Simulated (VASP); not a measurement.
Runs of VASP 6.6.1 on ZnSe. The structure is that of space group Pm-3m (No. 221), or close to it. The cells are those of the table. 

| task | level | cell | cutoff (eV) | gap on the mesh (eV) | pressure (GPa) |
| --- | --- | --- | --- | --- | --- |
| single point | PBE | a = 3.325 Å, 2 atoms | 520 | none | (a) |
| relaxation of cell and atoms | PBE | relaxed from a = 3.052 Å, 2 atoms | 600 | none | 0.0 |
| single point | PBE | a = 3.346 Å, 2 atoms | 520 | none | 0.1 |
| single point | r2SCAN | a = 3.325 Å, 2 atoms | 520 | none | 0.2 |

Alike in all rows: potentials or basis VASP PAW PBE potentials, release 64 (Zn, Se); no spin polarisation; k mesh 8 × 8 × 8; smearing fermi-dirac 0.02 eV.

Problem. Estimate the missing entries.

Solution. (a) 1.4.

Caveats: the PAW data sets were made with another functional, which shifts forces and pressure a little (some runs).

A k mesh can miss the band edges, and the runs leave out spin-orbit coupling on Se.

A gap of «none» marks levels without a gap at the run's occupations.
